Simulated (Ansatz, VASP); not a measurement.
## One calculation of Au, two programs

```
CELL_PARAMETERS angstrom
2.94008 0.00000 0.00000
-1.47004 2.54618 0.00000
0.00000 0.00000 24.60225
ATOMIC_POSITIONS crystal
Au 0.66667 0.33333 0.30485
Au 0.33333 0.66667 0.40243
Au 0.00000 0.00000 0.50000
Au 0.66667 0.33333 0.59757
Au 0.33333 0.66667 0.69515
```

Alike in both runs: task single point; functional PBE; k mesh 12 × 12 × 1; occupations gaussian, width 0.1 eV; no spin polarisation.

|  | VASP | Ansatz |
| --- | --- | --- |
| version | VASP 6.6.1 | Ansatz 0.2.0 |
| potentials or method | VASP PAW PBE potentials, release 64 (Au), cutoff 520 eV | scalar-relativistic, plane waves, PAW |
| valence electrons in the cell | 55 | 95 |

VASP gave:

| Property | Result |
| --- | --- |
| gap on the k mesh at the Fermi level (eV) | none |
| rms of the force components (eV/Å) | 0.073 |

Question: What did Ansatz give for the same quantities?

Answer: gap on the k mesh at the Fermi level (eV): none; rms of the force components (eV/Å): 0.074.

Atom by atom the forces differ by 0.002 eV/Å (rms over components). A gap of «none» marks a metal or a gap that the smearing closes. With one functional, cell and mesh, what is left measures potentials, basis and numerics. VASP's potentials hold 55 valence electrons a cell and Ansatz's 95, so a difference there can come from the potentials and not from the codes. Ansatz's warnings: xc potential rough in thin density.

Spin-orbit coupling is off throughout.
